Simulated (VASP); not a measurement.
Ru: single point with BLYP

Crystal: Ru.

```xyz
2
Lattice="2.7058 0.0000 0.0000 -1.3529 2.3433 0.0000 0.0000 0.0000 4.2819" Properties=species:S:1:pos:R:3 pbc="T T T"
Ru    1.3529    0.7811    3.2114
Ru    0.0000    1.5622    1.0705
```

| Quantity | Value |
| --- | --- |
| Program | VASP 6.6.1 |
| Task | single point |
| Functional | BLYP |
| Potentials or basis | VASP PAW PBE potentials, release 64 (Ru_pv) |
| Cutoff | 520 eV |
| k mesh | 11 × 11 × 6 |
| Occupations | fermi-dirac, width 0.05 eV |
| Spin | no spin polarisation |

| Quantity | Value |
| --- | --- |
| Pressure | 19.7 GPa |
| Band gap on the k mesh | zero (band 14 reaches 14.86 eV, above the bottom of band 15 at 11.79 eV) |

Stress tensor (GPa, compression positive):
```
19.61  0.00  0.00
 0.00 19.61  0.00
 0.00  0.00 19.75
```

Levels at points of the mesh, in eV from the Fermi level:
```tsv
k point	band 11	band 12	band 13	band 14	band 15	band 16	band 17	band 18
(0.00, 0.00, 0.00)	-2.37	-1.87	-1.87	-1.35	-1.35	1.23	1.23	1.67
(0.00, 0.00, 0.50)	-2.71	-2.71	-2.55	-2.55	0.58	0.58	0.58	0.58
```

Wall time 23 s on 1 thread of Intel(R) Xeon(R) Platinum 8488C (Sapphire Rapids), with other jobs on the host, peak memory 0.15 GiB.

Caveat: the PAW data sets were made with another functional, which shifts forces and pressure a little.
